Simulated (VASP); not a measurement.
# Si (a cell with a defect) in VASP: single point with PBEsol

Aim: the single point of Si (a cell with a defect) with PBEsol.

All numbers are computed with VASP 6.6.1; they aren't measurements. Logs are shortened: lines on timing, memory, paths and dates and some standing lists are left out, and cuts for length are marked.

**1. The cell of the first run**

The cell holds a defect, 63 atoms: a = 10.866 Å, b = 10.866 Å, c = 10.866 Å, α = 90.00°, β = 90.00°, γ = 90.00°.

**2. Single point, PBEsol**

File INCAR:

```
SYSTEM = Si
PREC = Accurate ; ENCUT = 520
EDIFF = 1E-7 ; ISMEAR = -1
SIGMA = 0.05 ; LREAL = Auto
LASPH = .True. ; NELM = 100
ALGO = Normal ; ISIF = 2
LWAVE = .False. ; LCHARG = .False.
GGA = PS ; NBANDS = 163
NELECT = 250.0
```

File KPOINTS:

```
Automatic mesh
0
Gamma
  1 1 1
  0 0 0
```

File POSCAR:

```
Si
1.0
   10.8655790000      0.0000000000      0.0000000000
    0.0000000000     10.8655790000      0.0000000000
    0.0000000000      0.0000000000     10.8655790000
Si
63
Direct
    0.9996350000      0.9999930000      0.9998860000
    0.9997910000      0.0000060000      0.4999200000
    0.9996920000      0.5000110000      0.0002440000
    0.0000150000      0.4999970000      0.4999600000
    0.4998240000      0.9999410000      0.0000580000
    0.4998730000      0.0000820000      0.4999520000
    0.4999140000      0.5000270000      0.9999450000
    0.1245170000      0.1248940000      0.1247950000
    0.1252780000      0.1256940000      0.6266190000
    0.1254550000      0.6266460000      0.1257110000
    0.1242710000      0.6248560000      0.6249060000
    0.6261920000      0.1258030000      0.1256930000
    0.6247480000      0.1245080000      0.6247470000
    0.6247510000      0.6248340000      0.1243710000
    0.6255590000      0.6262340000      0.6258840000
    0.2496420000      0.2499760000      0.9998630000
    0.2508330000      0.2511370000      0.4978970000
    0.2496860000      0.7501480000      0.9999830000
    0.2511440000      0.7486770000      0.5019890000
    0.7494890000      0.2502100000      0.9999610000
    0.7483310000      0.2516070000      0.5018490000
    0.7497850000      0.7499840000      0.0000130000
    0.7485500000      0.7487640000      0.4979060000
    0.3748320000      0.3751190000      0.1240400000
    0.3733080000      0.3737850000      0.6261650000
    0.3731400000      0.8744020000      0.1257350000
    0.3748750000      0.8757760000      0.6246600000
    0.8737570000      0.3734990000      0.1258440000
    0.8753580000      0.3753130000      0.6246670000
    0.8747460000      0.8752230000      0.1250020000
    0.8741420000      0.8743340000      0.6266060000
    0.2497510000      0.0002500000      0.2499830000
    0.2498040000      0.0000730000      0.7498660000
    0.2510510000      0.4979060000      0.2511000000
    0.2509610000      0.5020790000      0.7489820000
    0.7495670000      0.0001270000      0.2501140000
    0.7497140000      0.0000660000      0.7498730000
    0.7485150000      0.5022590000      0.2514800000
    0.7484300000      0.4981650000      0.7484300000
    0.3749730000      0.1244380000      0.3751160000
    0.3731980000      0.1257000000      0.8743200000
    0.3738260000      0.6257340000      0.3740360000
    0.3748370000      0.6249020000      0.8757590000
    0.8739800000      0.1257410000      0.3735240000
    0.8746660000      0.1250910000      0.8751190000
    0.8755970000      0.6249370000      0.3752560000
    0.8741180000      0.6265940000      0.8743180000
    0.9995240000      0.2499680000      0.2499060000
    0.9995360000      0.2500510000      0.7498970000
    0.9997620000      0.7500880000      0.2499940000
    0.9997960000      0.7499500000      0.7499440000
    0.4976290000      0.2514200000      0.2511450000
    0.5018030000      0.2512770000      0.7485890000
    0.5017080000      0.7485390000      0.2512370000
    0.4973530000      0.7488480000      0.7487360000
    0.1239900000      0.3749970000      0.3748730000
    0.1251640000      0.3734050000      0.8743390000
    0.1255620000      0.8743710000      0.3733460000
    0.1246340000      0.8751920000      0.8749970000
    0.6252390000      0.3744930000      0.3741010000
    0.6246010000      0.3753070000      0.8753410000
    0.6244980000      0.8755740000      0.3750860000
    0.6263160000      0.8741990000      0.8741880000
```

Potentials or basis: VASP PAW PBE potentials, release 64 (Si).

Started as:

```console
$ cat potpaw_PBE.64/Si/POTCAR > POTCAR
$ mpirun -np 1 vasp_gam > vasp.out
```

OUTCAR:

```text
SYSTEM = Si
   PREC = Accurate
   ENCUT = 520
   EDIFF = 1E-7
   ISMEAR = -1
   LREAL = Auto
   LASPH = .True.
   NELM = 100
   ISIF = 2
   GGA = PS
   NELECT = 250.0

 ion  position               nearest neighbor table
   1  1.000  1.000  1.000-  59 2.35   8 2.35  30 2.35  45 2.35
   2  1.000  0.000  0.500-   9 2.37  44 2.37  58 2.37  31 2.37
   3  1.000  0.500  0.000-  10 2.37  57 2.37  28 2.37  47 2.37
   4  0.000  0.500  0.500-  29 2.35  11 2.35  46 2.35  56 2.35
   5  0.500  1.000  0.000-  12 2.37  26 2.37  63 2.37  41 2.37
   6  0.500  0.000  0.500-  62 2.35  27 2.35  40 2.35  13 2.35
   7  0.500  0.500  1.000-  61 2.35  14 2.35  24 2.35  43 2.35
   8  0.125  0.125  0.125-   1 2.35  32 2.35  16 2.35  48 2.35
   9  0.125  0.126  0.627-  49 2.34  33 2.34   2 2.37  17 2.38
  10  0.125  0.627  0.126-  50 2.34  18 2.34   3 2.37  34 2.38
  11  0.124  0.625  0.625-  35 2.34  19 2.34   4 2.35  51 2.35
  12  0.626  0.126  0.126-  20 2.34  36 2.34   5 2.37  52 2.38
  13  0.625  0.125  0.625-  53 2.34  21 2.34   6 2.35  37 2.35
  14  0.625  0.625  0.124-  38 2.34  54 2.34   7 2.35  22 2.35
  15  0.626  0.626  0.626-  39 2.34  23 2.34  55 2.34
  16  0.250  0.250  1.000-  41 2.34  57 2.34  24 2.35   8 2.35
  17  0.251  0.251  0.498-  25 2.34  40 2.34  56 2.34   9 2.38
[... 40 lines left out ...]
  58  0.126  0.874  0.373-  32 2.34  50 2.34   2 2.37  19 2.38
  59  0.125  0.875  0.875-   1 2.35  18 2.35  51 2.35  33 2.35
  60  0.625  0.374  0.374-  52 2.34  38 2.34  21 2.34
  61  0.625  0.375  0.875-  53 2.34  39 2.34   7 2.35  20 2.35
  62  0.624  0.876  0.375-  54 2.34  23 2.34   6 2.35  36 2.35
  63  0.626  0.874  0.874-  22 2.34  37 2.34   5 2.37  55 2.38

  LATTYP: Found a simple cubic cell.
 ALAT       =    10.8655790000

  Lattice vectors:

 A1 = (  10.8655790000,   0.0000000000,   0.0000000000)
 A2 = (   0.0000000000,  10.8655790000,   0.0000000000)
 A3 = (   0.0000000000,   0.0000000000,  10.8655790000)

Analysis of symmetry for initial positions (statically):
=====================================================================
 Subroutine PRICEL returns:
 Original cell was already a primitive cell.

 Routine SETGRP: Setting up the symmetry group for a
 simple cubic supercell.

 Subroutine GETGRP returns: Found  1 space group operations
 (whereof  1 operations were pure point group operations)
 out of a pool of 48 trial point group operations.

The static configuration has the point symmetry C_1 .

Analysis of symmetry for dynamics (positions and initial velocities):
=====================================================================
 Subroutine PRICEL returns:
 Original cell was already a primitive cell.

 Routine SETGRP: Setting up the symmetry group for a
 simple cubic supercell.

 Subroutine GETGRP returns: Found  1 space group operations
 (whereof  1 operations were pure point group operations)
 out of a pool of 48 trial point group operations.

The dynamic configuration has the point symmetry C_1 .

 Subroutine INISYM returns: Found  1 space group operations
 (whereof  1 operations are pure point group operations),
 and found     1 'primitive' translations

----------------------------------------------------------------------------------------

                                     Primitive cell

  volume of cell :    1282.7990

  direct lattice vectors                    reciprocal lattice vectors
    10.865579000  0.000000000  0.000000000     0.092033752  0.000000000  0.000000000
     0.000000000 10.865579000  0.000000000     0.000000000  0.092033752  0.000000000
     0.000000000  0.000000000 10.865579000     0.000000000  0.000000000  0.092033752

  length of vectors
    10.865579000 10.865579000 10.865579000     0.092033752  0.092033752  0.092033752

  position of ions in fractional coordinates (direct lattice)
     0.999635000  0.999993000  0.999886000
     0.999791000  0.000006000  0.499920000
     0.999692000  0.500011000  0.000244000
     0.000015000  0.499997000  0.499960000
     0.499824000  0.999941000  0.000058000
     0.499873000  0.000082000  0.499952000
[... 55 lines left out ...]
     0.624498000  0.875574000  0.375086000
     0.626316000  0.874199000  0.874188000

  ion indices of the primitive-cell ions
   primitive index   ion index
                 1           1
                 2           2
                 3           3
                 4           4
                 5           5
                 6           6
[... 55 lines left out ...]
                62          62
                63          63

----------------------------------------------------------------------------------------

 KPOINTS: Automatic mesh

Automatic generation of k-mesh.
 Grid dimensions read from file:
 generate k-points for:    1    1    1

 Generating k-lattice:

  Cartesian coordinates                     Fractional coordinates (reciprocal lattice)
     0.092033752  0.000000000  0.000000000     1.000000000  0.000000000  0.000000000
     0.000000000  0.092033752  0.000000000     0.000000000  1.000000000  0.000000000
     0.000000000  0.000000000  0.092033752     0.000000000  0.000000000  1.000000000

  Length of vectors
     0.092033752  0.092033752  0.092033752

  Shift w.r.t. Gamma in fractional coordinates (k-lattice)
     0.000000000  0.000000000  0.000000000

 Subroutine IBZKPT returns following result:
 ===========================================

 Found      1 irreducible k-points:

 Following reciprocal coordinates:
            Coordinates               Weight
  0.000000  0.000000  0.000000      1.000000
   k-points           NKPTS =      1   k-points in BZ     NKDIM =      1   number of bands    NBANDS=    163
   number of dos      NEDOS =    301   number of ions     NIONS =     63
   total plane-waves  NPLWV = 592704
   dimension x,y,z NGX =    84 NGY =   84 NGZ =   84
   dimension x,y,z NGXF=   168 NGYF=  168 NGZF=  168
   ions per type =              63
   NGX,Y,Z   is equivalent  to a cutoff of  12.85, 12.85, 12.85 a.u.
   NGXF,Y,Z  is equivalent  to a cutoff of  25.70, 25.70, 25.70 a.u.
 SYSTEM =  Si
   PREC   = accura    normal or accurate (medium, high low for compatibility)
   ISTART =      0    job   : 0-new  1-cont  2-samecut
   ICHARG =      2    charge: 1-file 2-atom 10-const
   ISPIN  =      1    spin polarized calculation?
   LNONCOLLINEAR =      F non collinear calculations
   LSORBIT =      F    spin-orbit coupling
   LASPH  =      T    aspherical Exc in radial PAW
   ENCUT  =  520.0 eV  38.22 Ry    6.18 a.u.  20.20 20.20 20.20*2*pi/ulx,y,z
   NELM   =    100;   NELMIN=  2; NELMDL= -5     # of ELM steps
   EDIFF  = 0.1E-06   stopping-criterion for ELM
   LREAL  =      T    real-space projection
   EDIFFG = 0.1E-05   stopping-criterion for IOM
   NSW    =      0    number of steps for IOM
   IBRION =     -1    ionic relax: 0-MD 1-quasi-New 2-CG
   NFREE  =      0    steps in history (QN), initial steepest desc. (CG)
   ISIF   =      2    stress and relaxation
   ISYM   =      2    0-nonsym 1-usesym 2-fastsym
   POTIM  = 0.5000    time-step for ionic-motion
   TEBEG  =    0.0;   TEEND  =   0.0 temperature during run
   PSTRESS=    0.0 pullay stress
   NELECT =     250.0000    total number of electrons
   NUPDOWN=      -1.0000    fix difference up-down
   EMIN   =  10.00;   EMAX   =-10.00  energy-range for DOS
   EFERMI =   0.00;   METHOD = LEGACY
   ISMEAR =    -1;   SIGMA  =   0.05  broadening in eV -4-tet -1-fermi 0-gaus
   EFERMI_NEDOS =   21; number of points for ismear=-14 and -15
   IALGO  =     38    algorithm
   IMIX   =      4    mixing-type and parameters
     AMIX     =   0.40;   BMIX     =  1.00
     AMIX_MAG =   1.60;   BMIX_MAG =  1.00
  volume/ion in A,a.u.               =      20.36       137.41
  Fermi-wavevector in a.u.,A,eV,Ry     =   0.949151  1.793635 12.257319  0.900888
  Thomas-Fermi vector in A             =   2.077407
   LORBIT       =      0    0 simple, 1 ext, 2 COOP (PROOUT), +10 PAW based schemes
   GGA     = PS    functional components
   LHFCALC =     F    Hartree Fock is set to
   AEXX    =    0.0000 exact exchange contribution
   IVDW    =     0    specifies the selected vdW correction
   LEPSILON=     F    determine dielectric tensor
   LRPA    =     F    only Hartree local field effects (RPA)
 non-spin polarized calculation
  energy-cutoff  :      520.00
  volume of cell :     1282.80
 maximum number of plane-waves:     17253
 NGX is ok and might be reduce to    84
   NGX = 41   NGY = 41   NGZ = 41

 number of electron     249.9999979 magnetization

 Free energy of the ion-electron system (eV)
  ---------------------------------------------------
  ext. energy  EPLUGINS =         0.00000000
  ---------------------------------------------------
  free energy    TOTEN  =      -364.37107063 eV

  energy without entropy =     -364.37000276  energy(sigma->0) =     -364.37053670

 E-fermi :   5.7766     XC(G=0):  -9.4425

 val. band max:        5.3460901583   @ k =   0.0000   0.0000   0.0000
 cond. band min:       6.2126379505   @ k =   0.0000   0.0000   0.0000
 fundamental gap:      0.8665477922
 Fermi energy:         5.7765859899

 k-point     1 :       0.0000    0.0000    0.0000
  band No.  band energies     occupation
      1      -6.2789      2.00000
      2      -5.2338      2.00000
      3      -5.2332      2.00000
      4      -5.2324      2.00000
      5      -5.2182      2.00000
      6      -5.2178      2.00000
[... 129 lines left out ...]
    136       6.7336      0.00000
    137       6.7663      0.00000
 [bands above 137 left out]

------------------------ aborting loop because EDIFF is reached ----------------------------------------

  FORCE on cell =-STRESS in cart. coord.  units (eV):
  Direction    XX          YY          ZZ          XY          YZ          ZX
  --------------------------------------------------------------------------------------
  -------------------------------------------------------------------------------------
  Total      -15.8242951    -15.7889092    -15.7916148      0.0640574      0.0360151     -0.0186032
  in kB      -19.7640678    -19.7198719    -19.7232511      0.0800058      0.0449818     -0.0232348
  external PRESSURE =     -19.7357302 kB  Pullay stress =       0.0000000 kB

 VOLUME and BASIS-vectors are now :
 -----------------------------------------------------------------------------
  energy-cutoff  :      520.00
  volume of cell :     1282.80
      direct lattice vectors                 reciprocal lattice vectors
    10.865579000  0.000000000  0.000000000     0.092033752  0.000000000  0.000000000
     0.000000000 10.865579000  0.000000000     0.000000000  0.092033752  0.000000000
     0.000000000  0.000000000 10.865579000     0.000000000  0.000000000  0.092033752

 POSITION                                       TOTAL-FORCE (eV/Angst)
 -----------------------------------------------------------------------------------
     10.86161     10.86550     10.86434        -0.007573      0.005112      0.002015
     10.86331      0.00007      5.43192        -0.007986     -0.004080      0.004698
     10.86223      5.43291      0.00265        -0.010655     -0.002717     -0.007588
      0.00016      5.43276      5.43235        -0.002841     -0.000061     -0.000436
      5.43088     10.86494      0.00063        -0.009535     -0.000341     -0.008509
      5.43141      0.00089      5.43227        -0.004472      0.004268     -0.002970
[... 55 lines left out ...]
      6.78553      9.51362      4.07553         0.011207      0.006400     -0.006129
      6.80529      9.49868      9.49856        -0.004676      0.013609      0.008691
 -----------------------------------------------------------------------------------
    total drift:                               -0.070073      0.011870     -0.009209

  FREE ENERGIE OF THE ION-ELECTRON SYSTEM (eV)
  ---------------------------------------------------
  free  energy   TOTEN  =      -364.3710706292 eV

  energy  without entropy=     -364.3700027649  energy(sigma->0) =     -364.37053670
```

It took 6.1 min on 1 thread of Intel Xeon Platinum 8488C (Sapphire Rapids), shared host; peak memory 1 GiB.

Results:

| Item | Value |
| --- | --- |
| Free energy | -364.3711 eV |
| Largest force | 0.023 eV/Å |

Forces on the atoms (eV/Å):
```
Si  -0.008  0.005  0.002
Si  -0.008 -0.004  0.005
Si  -0.011 -0.003 -0.008
Si  -0.003  0.000  0.000
Si  -0.010  0.000 -0.009
Si  -0.004  0.004 -0.003
Si  -0.008  0.003 -0.005
Si   0.003  0.004  0.000
Si   0.000 -0.007 -0.010
Si  -0.004 -0.003 -0.005
Si  -0.011  0.005  0.000
Si   0.004 -0.007 -0.004
Si   0.000 -0.012  0.001
Si  -0.003  0.009 -0.011
Si   0.007  0.006  0.007
Si  -0.007  0.000  0.009
Si   0.003  0.010 -0.005
Si  -0.001 -0.003 -0.008
Si  -0.001 -0.001 -0.005
Si   0.001  0.001 -0.012
Si  -0.004  0.002 -0.001
Si  -0.007  0.005  0.007
Si  -0.008  0.005  0.006
Si   0.001  0.002 -0.006
Si   0.003 -0.003  0.005
Si   0.008  0.000 -0.003
Si  -0.005  0.015  0.008
Si   0.012  0.007 -0.013
Si   0.013 -0.008  0.007
Si   0.006  0.000 -0.009
Si   0.002  0.006 -0.016
Si   0.002  0.002  0.000
Si  -0.006 -0.009  0.002
Si   0.001 -0.006  0.009
Si  -0.001 -0.009 -0.009
Si   0.000 -0.013 -0.003
Si  -0.003  0.010  0.009
Si  -0.010 -0.009  0.008
Si   0.001  0.003  0.008
Si  -0.003 -0.005 -0.001
Si   0.015 -0.011  0.000
Si  -0.001  0.004 -0.003
Si   0.002  0.004  0.019
Si   0.001 -0.005  0.003
Si   0.006 -0.015  0.003
Si   0.010  0.003 -0.005
Si   0.004 -0.015  0.005
Si   0.009 -0.004 -0.003
Si  -0.017  0.009 -0.001
Si  -0.015  0.002  0.002
Si   0.008  0.000  0.000
Si  -0.006  0.008  0.009
Si  -0.007  0.001  0.003
Si   0.000  0.009  0.001
Si   0.018 -0.009 -0.011
Si   0.001  0.004  0.003
Si   0.002  0.008  0.007
Si  -0.005  0.002  0.010
Si   0.003 -0.002 -0.001
Si   0.016 -0.007 -0.003
Si   0.007 -0.008  0.012
Si   0.011  0.006 -0.006
Si  -0.005  0.014  0.009
```

Levels at points of the mesh, in eV from the Fermi level:
```
           k point  band 123  band 124  band 125  band 126  band 127  band 128
(0.00, 0.00, 0.00)     -0.43     -0.43     -0.43      0.44      0.44      0.44
```

Caveat: the k points lie up to 0.58 Å⁻¹ apart; the cell carries a net charge on a neutralising background, which shifts energy and pressure; the cell is charged against a uniform background, so pressure and absolute levels hang on convention; the PAW data sets were made with another functional, which shifts forces and pressure a little.
